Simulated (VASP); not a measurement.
# Cu (P-1) in VASP: single point with PBE

Aim: the single point of Cu with PBE.

Program: VASP 6.6.1. These are calculated values, not measurements. Logs are shortened: lines on timing, memory, paths and dates and some standing lists are left out, and cuts for length are marked.

### Step 1. The cell of the first run

The typed cell holds 2 atoms: a = 2.556 Å, b = 2.556 Å, c = 4.427 Å, α = 73.22°, β = 73.22°, γ = 60.00°.

### Step 2. Single point, PBE

File INCAR:

```
PREC = Accurate
ENCUT = 520
EDIFF = 1E-6
ISMEAR = -1
SIGMA = 0.05
LREAL = F
LASPH = T
NELM = 80
ALGO = Fast
ISIF = 2
LWAVE = F
LCHARG = F
GGA = PE
NBANDS = 18
```

File KPOINTS:

```
regular mesh
0
Gamma
  12 12 7
```

File POSCAR:

```
Cu
1.0
    0.0000000000     -1.8075000000     -1.8075000000
   -1.8075000000      0.0000000000     -1.8075000000
    1.8075000000      1.8075000000     -3.6150000000
Cu
2
Direct
    0.5090493900      0.4737948600      0.5123573600
    0.9909506100      0.0262051400      0.9876426400
```

Potentials or basis: VASP PAW PBE potentials, release 64 (Cu).

Launch:

```bash
$ cat potpaw_PBE.64/Cu/POTCAR > POTCAR
$ mpirun -np 1 vasp_std > vasp.out
```

OUTCAR:

```text
PREC = Accurate
   ENCUT = 520
   EDIFF = 1E-6
   ISMEAR = -1
   LREAL = F
   LASPH = T
   NELM = 80
   ISIF = 2
   GGA = PE

 ion  position               nearest neighbor table
   1  0.509  0.474  0.512-   2 2.44   2 2.45   2 2.53   2 2.59   2 2.66   2 2.68
   2  0.991  0.026  0.988-   1 2.44   1 2.45   1 2.53   1 2.59   1 2.66   1 2.68

  LATTYP: Found a trigonal (rhomboedric) cell.
 ALAT       =     4.4274527101
 COS(alpha) =     0.8333333333

  Lattice vectors:

 A1 = (   1.8075000000,   3.6150000000,  -1.8075000000)
 A2 = (   3.6150000000,   1.8075000000,  -1.8075000000)
 A3 = (   1.8075000000,   1.8075000000,  -3.6150000000)

Analysis of symmetry for initial positions (statically):
=====================================================================
 Subroutine PRICEL returns:
 Original cell was already a primitive cell.

 Routine SETGRP: Setting up the symmetry group for a
 trigonal (rhombohedral) supercell.

 Subroutine GETGRP returns: Found  2 space group operations
 (whereof  1 operations were pure point group operations)
 out of a pool of 12 trial point group operations.

The static configuration has the point symmetry C_1 .
 The point group associated with its full space group is S_2 .

Analysis of symmetry for dynamics (positions and initial velocities):
=====================================================================
 Subroutine PRICEL returns:
 Original cell was already a primitive cell.

 Routine SETGRP: Setting up the symmetry group for a
 trigonal (rhombohedral) supercell.

 Subroutine GETGRP returns: Found  2 space group operations
 (whereof  1 operations were pure point group operations)
 out of a pool of 12 trial point group operations.

The dynamic configuration has the point symmetry C_1 .
 The point group associated with its full space group is S_2 .

 Subroutine INISYM returns: Found  2 space group operations
 (whereof  1 operations are pure point group operations),
 and found     1 'primitive' translations

----------------------------------------------------------------------------------------

                                     Primitive cell

  volume of cell :      23.6208

  direct lattice vectors                    reciprocal lattice vectors
     0.000000000 -1.807500000 -1.807500000     0.138312586 -0.414937759 -0.138312586
    -1.807500000  0.000000000 -1.807500000    -0.414937759  0.138312586 -0.138312586
     1.807500000  1.807500000 -3.615000000     0.138312586  0.138312586 -0.138312586

  length of vectors
     2.556191014  2.556191014  4.427452710     0.458730953  0.458730953  0.239564427

  position of ions in fractional coordinates (direct lattice)
     0.509049390  0.473794860  0.512357360
     0.990950610  0.026205140  0.987642640

  ion indices of the primitive-cell ions
   primitive index   ion index
                 1           1
                 2           2

----------------------------------------------------------------------------------------

 KPOINTS: regular mesh

Automatic generation of k-mesh.
 Grid dimensions read from file:
 generate k-points for:   12   12    7

 Generating k-lattice:

  Cartesian coordinates                     Fractional coordinates (reciprocal lattice)
     0.011526049 -0.034578147 -0.011526049     0.083333333  0.000000000 -0.000000000
    -0.034578147  0.011526049 -0.011526049     0.000000000  0.083333333 -0.000000000
     0.019758941  0.019758941 -0.019758941     0.000000000  0.000000000  0.142857143

  Length of vectors
     0.038227579  0.038227579  0.034223490

  Shift w.r.t. Gamma in fractional coordinates (k-lattice)
     0.000000000  0.000000000  0.000000000

 -----------------------------------------------------------------------------
|                                                                             |
|           W    W    AA    RRRRR   N    N  II  N    N   GGGG   !!!           |
|           W    W   A  A   R    R  NN   N  II  NN   N  G    G  !!!           |
|           W    W  A    A  R    R  N N  N  II  N N  N  G       !!!           |
|           W WW W  AAAAAA  RRRRR   N  N N  II  N  N N  G  GGG   !            |
|           WW  WW  A    A  R   R   N   NN  II  N   NN  G    G                |
|           W    W  A    A  R    R  N    N  II  N    N   GGGG   !!!           |
|                                                                             |
|     Your reciprocal lattice and k-lattice belong to different lattice       |
|     classes:                                                                |
|                                                                             |
|        The reciprocal lattice is rhombohedral (trigonal),                   |
|        whereas your k-lattice is base-centered monoclinic.                  |
|                                                                             |
|     Results are often still useful ...                                      |
|                                                                             |
 -----------------------------------------------------------------------------

 WARNING: IBZKPT: internal override: KBLOWUP is changed to .FALSE.
      ... skipping the blow-up phase ...

 Subroutine IBZKPT returns following result:
 ===========================================

 Found    506 irreducible k-points:

 Following reciprocal coordinates:
            Coordinates               Weight
  0.000000  0.000000  0.000000      1.000000
  0.083333  0.000000  0.000000      2.000000
  0.166667  0.000000 -0.000000      2.000000
  0.250000  0.000000 -0.000000      2.000000
  0.333333  0.000000  0.000000      2.000000
  0.416667  0.000000 -0.000000      2.000000
[... 16 lines left out ...]
  0.250000  0.166667 -0.000000      2.000000
  0.333333  0.166667  0.000000      2.000000
 [... further k-points ...]
   k-points           NKPTS =    506   k-points in BZ     NKDIM =    506   number of bands    NBANDS=     18
   number of dos      NEDOS =    301   number of ions     NIONS =      2
   total plane-waves  NPLWV =  14400
   dimension x,y,z NGX =    20 NGY =   20 NGZ =   36
   dimension x,y,z NGXF=    40 NGYF=   40 NGZF=   72
   ions per type =               2
   NGX,Y,Z   is equivalent  to a cutoff of  13.01, 13.01, 13.52 a.u.
   NGXF,Y,Z  is equivalent  to a cutoff of  26.01, 26.01, 27.04 a.u.
 SYSTEM =  unknown system
   PREC   = accura    normal or accurate (medium, high low for compatibility)
   ISTART =      0    job   : 0-new  1-cont  2-samecut
   ICHARG =      2    charge: 1-file 2-atom 10-const
   ISPIN  =      1    spin polarized calculation?
   LNONCOLLINEAR =      F non collinear calculations
   LSORBIT =      F    spin-orbit coupling
   LASPH  =      T    aspherical Exc in radial PAW
   ENCUT  =  520.0 eV  38.22 Ry    6.18 a.u.   4.75  4.75  8.23*2*pi/ulx,y,z
   NELM   =     80;   NELMIN=  2; NELMDL= -5     # of ELM steps
   EDIFF  = 0.1E-05   stopping-criterion for ELM
   LREAL  =      F    real-space projection
   EDIFFG = 0.1E-04   stopping-criterion for IOM
   NSW    =      0    number of steps for IOM
   IBRION =     -1    ionic relax: 0-MD 1-quasi-New 2-CG
   NFREE  =      0    steps in history (QN), initial steepest desc. (CG)
   ISIF   =      2    stress and relaxation
   ISYM   =      2    0-nonsym 1-usesym 2-fastsym
   POTIM  = 0.5000    time-step for ionic-motion
   TEBEG  =    0.0;   TEEND  =   0.0 temperature during run
   PSTRESS=    0.0 pullay stress
   NELECT =      22.0000    total number of electrons
   NUPDOWN=      -1.0000    fix difference up-down
   EMIN   =  10.00;   EMAX   =-10.00  energy-range for DOS
   EFERMI =   0.00;   METHOD = LEGACY
   ISMEAR =    -1;   SIGMA  =   0.05  broadening in eV -4-tet -1-fermi 0-gaus
   EFERMI_NEDOS =   21; number of points for ismear=-14 and -15
   IALGO  =     68    algorithm
   IMIX   =      4    mixing-type and parameters
     AMIX     =   0.40;   BMIX     =  1.00
     AMIX_MAG =   1.60;   BMIX_MAG =  1.00
  volume/ion in A,a.u.               =      11.81        79.70
  Fermi-wavevector in a.u.,A,eV,Ry     =   1.598763  3.021224 34.777078  2.556043
  Thomas-Fermi vector in A             =   2.696162
   LORBIT       =      0    0 simple, 1 ext, 2 COOP (PROOUT), +10 PAW based schemes
   GGA     = PE    functional components
   LHFCALC =     F    Hartree Fock is set to
   AEXX    =    0.0000 exact exchange contribution
   IVDW    =     0    specifies the selected vdW correction
   LEPSILON=     F    determine dielectric tensor
   LRPA    =     F    only Hartree local field effects (RPA)
 non-spin polarized calculation
 RMM-DIIS sequential band-by-band and
  energy-cutoff  :      520.00
  volume of cell :       23.62
 maximum number of plane-waves:       663
   NGX =  9   NGY =  9   NGZ = 17

 number of electron      22.0000008 magnetization

 Free energy of the ion-electron system (eV)
  ---------------------------------------------------
  ext. energy  EPLUGINS =         0.00000000
  ---------------------------------------------------
  free energy    TOTEN  =        -7.40383371 eV

  energy without entropy =       -7.39790185  energy(sigma->0) =       -7.40086778

 E-fermi :   7.5772     XC(G=0): -12.7195

 val. band max:        7.5748483667   @ k =   0.1667  -0.2500   0.4286
 cond. band min:       7.5772708923   @ k =  -0.4167   0.0000   0.4286
 fundamental gap:      0.0024225256
 Fermi energy:         7.5771980481

 k-point     1 :       0.0000    0.0000    0.0000
  band No.  band energies     occupation
      1      -1.7736      2.00000
      2       2.4934      2.00000
      3       4.5135      2.00000
      4       4.5208      2.00000
      5       4.5260      2.00000
      6       4.5424      2.00000
[... 10 lines left out ...]
     17      30.2298      0.00000
     18      32.4021      0.00000

 k-point     2 :       0.0833    0.0000    0.0000
  band No.  band energies     occupation
      1      -1.5423      2.00000
      2       2.6248      2.00000
      3       4.4258      2.00000
      4       4.4773      2.00000
      5       4.5817      2.00000
      6       4.5965      2.00000
[... 10 lines left out ...]
     17      29.0786      0.00000
     18      30.8946      0.00000
[... 442 lines left out ...]
 k-point    24 :       0.3333    0.1667    0.0000
  band No.  band energies     occupation
      1       0.9264      2.00000
      2       3.4704      2.00000
      3       3.7617      2.00000
      4       4.0881      2.00000
      5       4.1652      2.00000
      6       4.6628      2.00000
[... 10 lines left out ...]
     17      24.1344      0.00000
     18      29.3931      0.00000

 [... further k-points ...]

------------------------ aborting loop because EDIFF is reached ----------------------------------------

  FORCE on cell =-STRESS in cart. coord.  units (eV):
  Direction    XX          YY          ZZ          XY          YZ          ZX
  --------------------------------------------------------------------------------------
  -------------------------------------------------------------------------------------
  Total        0.4997584      0.4950742      0.5350245      0.0338972      0.0568434     -0.0803379
  in kB       33.8981305     33.5804104     36.2901981      2.2992119      3.8556339     -5.4492412
  external PRESSURE =      34.5895797 kB  Pullay stress =       0.0000000 kB

 VOLUME and BASIS-vectors are now :
 -----------------------------------------------------------------------------
  energy-cutoff  :      520.00
  volume of cell :       23.62
      direct lattice vectors                 reciprocal lattice vectors
     0.000000000 -1.807500000 -1.807500000     0.138312586 -0.414937759 -0.138312586
    -1.807500000  0.000000000 -1.807500000    -0.414937759  0.138312586 -0.138312586
     1.807500000  1.807500000 -3.615000000     0.138312586  0.138312586 -0.138312586

 POSITION                                       TOTAL-FORCE (eV/Angst)
 -----------------------------------------------------------------------------------
      0.06970      0.00598     -3.62866        -0.579097     -0.371368      0.400128
      1.73780     -0.00598     -5.40884         0.579097      0.371368     -0.400128
 -----------------------------------------------------------------------------------
    total drift:                                0.000000      0.000000     -0.000000

  FREE ENERGIE OF THE ION-ELECTRON SYSTEM (eV)
  ---------------------------------------------------
  free  energy   TOTEN  =        -7.4038337088 eV

  energy  without entropy=       -7.3979018478  energy(sigma->0) =       -7.40086778
```

Wall time 3 min (1 thread of Intel Xeon 8259CL, shared host); peak memory 0.28 GiB.

What came out:

```yaml
Free_energy: -7.4038 eV
Pressure: 3.5 GPa
Largest_force: 0.796 eV/Å
Band_gap_on_the_k_mesh: zero (bands 11 and 12 overlap by 5.26 eV)
```

Forces on the atoms (eV/Å):
```
Cu  -0.579 -0.371  0.400
Cu   0.579  0.371 -0.400
```

Levels at points of the mesh, in eV from the Fermi level:
| k point | band 9 | band 10 | band 11 | band 12 | band 13 | band 14 |
| --- | --- | --- | --- | --- | --- | --- |
| (0.00, 0.00, 0.00) | -2.18 | -1.65 | -1.61 | -0.96 | 3.73 | 21.11 |
| (0.50, 0.00, 0.00) | -1.62 | -1.56 | 0.87 | 1.02 | 6.21 | 7.28 |
| (0.00, 0.50, 0.00) | -1.59 | -1.58 | 0.67 | 1.24 | 6.65 | 6.80 |
| (0.50, 0.50, 0.00) | -1.54 | -1.48 | -0.94 | 1.51 | 3.76 | 7.13 |

Caveat: the cell stands under pressure.
